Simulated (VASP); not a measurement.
Si (a cell with a defect), 31 atoms in the cell. The cell holds a defect, 31 atoms: a = 9.474 Å, b = 9.474 Å, c = 9.474 Å, α = 109.47°, β = 109.47°, γ = 109.47°. 

| Quantity | Value |
| --- | --- |
| Program | VASP 6.6.1 |
| Task | single point |
| Functional | PBE |
| Potentials or basis | VASP PAW PBE potentials, release 64 (Si) |
| Cutoff | 520 eV |
| k mesh | 2 × 2 × 2, shifted |
| Occupations | gaussian, width 0.02 eV |
| Spin | no spin polarisation |
| Dipole correction | no |
| Charge | 2 |
| Further INCAR settings | LREAL = Auto; ALGO = Normal; EDIFF = 1e-06; NBANDS = 83; NELECT = 122.0 |

Potentials or basis: VASP PAW PBE potentials, release 64 (Si).

Run with:

```bash
$ cat potpaw_PBE.64/Si/POTCAR > POTCAR
$ mpirun -np 1 vasp_std > vasp.out
```

Hardware: 1 thread of AMD EPYC 7R13, with other jobs on the host.

Problem. Estimate the wall time of this run.

Solution. Run time: 5 min on 1 thread of AMD EPYC 7R13, on a shared host, peak memory 0.61 GiB. Counts: scf iterations 15, k points 2.
